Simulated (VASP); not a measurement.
Here is a VASP 6.6.1 calculation.

File INCAR:

```
SYSTEM = Mg
ALGO     = Normal         ! electronic algorithm
EDIFF    = 1E-7           ! SCF threshold, eV
ENCUT    = 520            ! plane-wave cutoff, eV
GGA      = RE             ! functional
ISIF     = 2              ! what is computed and relaxed
ISMEAR   = -1             ! smearing method
LASPH    = .TRUE.         ! aspherical terms in the spheres
LCHARG   = .TRUE.         ! write CHGCAR
LELF     = .TRUE.         ! ELF
LREAL    = .FALSE.        ! projectors in reciprocal space
LVHAR    = .TRUE.       
LWAVE    = .FALSE.        ! write WAVECAR
NBANDS   = 7              ! bands
NELM     = 80             ! most SCF steps
PREC     = Accurate       ! precision mode
SIGMA    = 0.1            ! smearing width, eV
```

KPOINTS

```
k-points
0
G
  14 14 14
  0 0 0
```

File POSCAR:

```
Mg
1.0
   -1.8751683830      1.8751683830      1.8751683830
    1.8751683830     -1.8751683830      1.8751683830
    1.8751683830      1.8751683830     -1.8751683830
Mg
1
Direct
    0.0000000000      0.0000000000      0.0000000000
```

Potentials or basis: VASP PAW PBE potentials, release 64 (Mg).

Run with:

```bash
$ cat potpaw_PBE.64/Mg/POTCAR > POTCAR
$ mpirun -np 1 vasp_std > vasp.out
```

Q: What does it give for the pressure?

A: -3.2 GPa.

Q: Estimate the band gap on the k mesh.

A: Zero (band 1 reaches 5.53 eV, above the bottom of band 2 at 1.13 eV).

Caveat: the PAW data sets were made with another functional, which shifts forces and pressure a little.
